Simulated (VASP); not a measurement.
A run of VASP 6.6.1 is set up as follows.

INCAR

```
SYSTEM = Be16H
ALGO = Normal ; EDIFF = 1E-7
ENCUT = 520 ; GGA = PS
ISIF = 2 ; ISMEAR = 0
LASPH = .True. ; LCHARG = .True.
LELF = .True. ; LREAL = Auto
LVHAR = .True. ; LWAVE = .False.
NBANDS = 30 ; NELM = 80
PREC = Accurate ; SIGMA = 0.15
```

The input KPOINTS:

```
k-points
0
Gamma
  5 5 3
  0 0 0
```

The input POSCAR:

```
Be16H
1.0
   -2.2900000000     -3.9663960000      0.0000000000
    3.4350000000     -1.9831980000      0.0000000000
    0.0000000000      0.0000000000      7.1768600000
Be H
16 1
Direct
    0.7427999748      0.4946995465      0.0029802727
    0.4996201379      0.3319450119      0.2525009545
    0.7492615055      0.4982564331      0.5002668298
    0.4996208252      0.3319844803      0.7491822329
    0.4996190509      0.0012182319      0.0003477844
    0.2499787530      0.8349313957      0.2492598434
    0.4996194207      0.0012487550      0.4970211207
    0.2564312346      0.8384892365      0.7465415237
    0.2564255499      0.4946837000      0.0029812481
   -0.0003825646      0.3374637342      0.2519019460
    0.2499816676      0.4982506605      0.5002682232
   -0.0003882491      0.3250250100      0.7466950728
   -0.0003895510      0.0082317113      0.0028297891
    0.7492573842      0.8349340349      0.2492595648
   -0.0003833369     -0.0042797210      0.4976360135
    0.7427956341      0.8384852990      0.7465415237
   -0.0003610712      0.6667121243      0.8747446655
```

Potentials or basis: VASP PAW PBE potentials, release 64 (Be, H).

Run with:

```console
$ cat potpaw_PBE.64/Be/POTCAR potpaw_PBE.64/H/POTCAR > POTCAR
$ mpirun -np 1 vasp_std > vasp.out
```

**Question.** Estimate the largest force.

**Answer.** 0.005 eV/Å.

**Question.** Estimate the pressure.

**Answer.** -1.0 GPa.

Stress tensor (GPa, compression positive):
```
-0.67  0.94 -0.04
 0.94  0.41  0.02
-0.04  0.02 -2.84
```

Caveat: the PAW data sets were made with another functional, which shifts forces and pressure a little.
